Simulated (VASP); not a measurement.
A run of VASP 6.6.1 is set up as follows.

The input INCAR:

```
SYSTEM = Si3N4
PREC     = Accurate       ! precision mode
ENCUT    = 520            ! plane-wave cutoff, eV
EDIFF    = 1E-8           ! SCF threshold, eV
ISMEAR   = 0              ! smearing method
SIGMA    = 0.01           ! smearing width, eV
LREAL    = .FALSE.        ! projectors in reciprocal space
LASPH    = .TRUE.         ! aspherical terms in the spheres
NELM     = 60             ! most SCF steps
ALGO     = Normal         ! electronic algorithm
ISIF     = 2              ! what is computed and relaxed
LWAVE    = .FALSE.        ! write WAVECAR
LCHARG   = .FALSE.        ! write CHGCAR
GGA      = PE             ! functional
LEPSILON = .TRUE.         ! dielectric tensor by DFPT
```

The input KPOINTS:

```
regular mesh
0
G
  7 7 7
  0 0 0
```

POSCAR

```
Si3N4
1.0
    4.1307800000      0.0000000000      0.0000000000
    0.0000000000      4.1307800000      0.0000000000
    0.0000000000      0.0000000000      4.1307800000
Si N
3 4
Direct
    0.0000000000      0.0000000000      0.5000000000
    0.5000000000      0.0000000000      0.0000000000
    0.0000000000      0.5000000000      0.0000000000
    0.2395200000      0.2395200000      0.7604800000
    0.7604800000      0.7604800000      0.7604800000
    0.2395200000      0.7604800000      0.2395200000
    0.7604800000      0.2395200000      0.2395200000
```

Potentials or basis: VASP PAW PBE potentials, release 64 (Si, N).

Run with:

```bash
$ cat potpaw_PBE.64/Si/POTCAR potpaw_PBE.64/N/POTCAR > POTCAR
$ mpirun -np 1 vasp_std > vasp.out
```

**Question.** What does it give for the electronic dielectric tensor (diagonal)?

**Answer.** 4.64.

**Question.** Predict the Born charges (mean of the diagonal).

**Answer.** Si +3.18; N -2.39 e.

**Question.** What does it give for the band gap on the k mesh?

**Answer.** 2.74 eV, indirect (least direct gap 2.92 eV).

Born effective charge tensors (e):
atom 1, Si
```
2.74 0.00 0.00
0.00 2.74 0.00
0.00 0.00 4.08
```
atom 2, Si
```
4.08 0.00 0.00
0.00 2.74 0.00
0.00 0.00 2.74
```
atom 3, Si
```
2.74 0.00 0.00
0.00 4.08 0.00
0.00 0.00 2.74
```
atom 4, N
```
-2.39  0.30 -0.30
 0.30 -2.39 -0.30
-0.30 -0.30 -2.39
```
atom 5, N
```
-2.39  0.30  0.30
 0.30 -2.39  0.30
 0.30  0.30 -2.39
```
atom 6, N
```
-2.39 -0.30  0.30
-0.30 -2.39 -0.30
 0.30 -0.30 -2.39
```
atom 7, N
```
-2.39 -0.30 -0.30
-0.30 -2.39  0.30
-0.30  0.30 -2.39
```

A k mesh can miss the band edges. Expect the measured gap to be larger: semilocal functionals such as PBE lack the derivative discontinuity.
